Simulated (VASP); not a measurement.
Write the native input for VASP 6.6.1 that does the following.

| Quantity | Value |
| --- | --- |
| Task | single point |
| Functional | PBE |
| Potentials or basis | VASP PAW PBE potentials, release 64 (Sr_sv, Sc_sv) |
| Cutoff | 500 eV |
| k mesh | 4 × 4 × 4 |
| Occupations | gaussian, width 0.1 eV |
| Spin | collinear spin |
| Starting moments | [0.0, 0.0, 0.0, 1.0] μB |
| Dipole correction | no |
| Further INCAR settings | ALGO = Normal; EDIFF = 1e-06; NBANDS = 32 |

The structure of Sr3Sc lies in POSCAR:

```
Sr3Sc
1.0
   -2.7813170000      2.7813170000      5.7867300000
    2.7813170000     -2.7813170000      5.7867300000
    2.7813170000      2.7813170000     -5.7867300000
Sr Sc
3 1
Direct
    0.7500000000      0.2500000000      0.5000000000
    0.2500000000      0.7500000000      0.5000000000
    0.5000000000      0.5000000000      0.0000000000
    0.0000000000      0.0000000000      0.0000000000
```

These files were run (other wordings do the same):

INCAR

```
SYSTEM = Sr3Sc
PREC     = Accurate       ! precision mode
ENCUT    = 500            ! plane-wave cutoff, eV
EDIFF    = 1E-6           ! SCF threshold, eV
ISMEAR   = 0              ! smearing method
SIGMA    = 0.1            ! smearing width, eV
LREAL    = .False.        ! projectors in reciprocal space
LASPH    = .True.         ! aspherical terms in the spheres
NELM     = 200            ! most SCF steps
ALGO     = Normal         ! electronic algorithm
ISIF     = 2              ! what is computed and relaxed
LWAVE    = .False.        ! write WAVECAR
LCHARG   = .False.        ! write CHGCAR
ISPIN    = 2              ! spin polarisation
MAGMOM   = 0 0 0 1        ! initial moments
LORBIT   = 11             ! projections on sites
LMAXMIX  = 4              ! l up to which the mixer works
GGA      = PE             ! functional
NBANDS   = 32             ! bands
GGA_COMPAT= .False.
```

KPOINTS

```
Automatic mesh
0
Gamma
  4 4 4
  0 0 0
```

Potentials or basis: VASP PAW PBE potentials, release 64 (Sr_sv, Sc_sv).

Command:

```sh
$ cat potpaw_PBE.64/Sr_sv/POTCAR potpaw_PBE.64/Sc_sv/POTCAR > POTCAR
$ mpirun -np 1 vasp_std > vasp.out
```

Results of the run:

```
Pressure                                              : 0.1 GPa
Net moment                                            : 1.09 μB per cell
Site moments                                          : Sr +0.03; Sc +0.41 μB
Valence electrons inside the program's atomic spheres : Sr 7.95; Sc 9.19
```

It took 3.8 min on 1 thread of Intel(R) Xeon(R) Platinum 8559C (Emerald Rapids) (shared host), peak memory 0.54 GiB.
